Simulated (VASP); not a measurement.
Write the native input for VASP 6.6.1 that does the following.

* Task: dielectric tensor
* Functional: PBE
* Potentials or basis: VASP PAW PBE potentials, release 64 (K_sv, Cl)
* Cutoff: 520 eV
* k mesh: 6 × 6 × 6
* Occupations: gaussian, width 0.01 eV
* Spin: no spin polarisation
* Dipole correction: no
* Further INCAR settings: ALGO = Normal; EDIFF = 1e-08

The structure of KCl lies in POSCAR:

```
KCl
1.0
    0.0000000000      3.1448753854      3.1448753854
    3.1448753854      0.0000000000      3.1448753854
    3.1448753854      3.1448753854      0.0000000000
K Cl
1 1
Direct
    0.0000000000      0.0000000000      0.0000000000
    0.5000000000      0.5000000000      0.5000000000
```

The input as run:

INCAR

```
  ALGO = Normal
  EDIFF = 1E-8
  ENCUT = 520
  GGA = PE
  ISIF = 2
  ISMEAR = 0
  LASPH = True
  LCHARG = False
  LEPSILON = True
  LREAL = False
  LWAVE = False
  NELM = 80
  PREC = Accurate
  SIGMA = 0.01
```

KPOINTS

```
k-points
0
Gamma
  6 6 6
```

Potentials or basis: VASP PAW PBE potentials, release 64 (K_sv, Cl).

The run is started by

```bash
$ cat potpaw_PBE.64/K_sv/POTCAR potpaw_PBE.64/Cl/POTCAR > POTCAR
$ mpirun -np 1 vasp_std > vasp.out
```

It gave:

| Property | Result |
| --- | --- |
| Band gap on the k mesh | 5.19 eV |
| Electronic dielectric tensor (diagonal) | 2.33 |
| Born charges (mean of the diagonal) | K +1.13; Cl -1.13 e |

Wall time 6.7 min on 1 thread of Oxide Virtual Turin-like Processor, with other jobs on the host, peak memory 0.22 GiB.
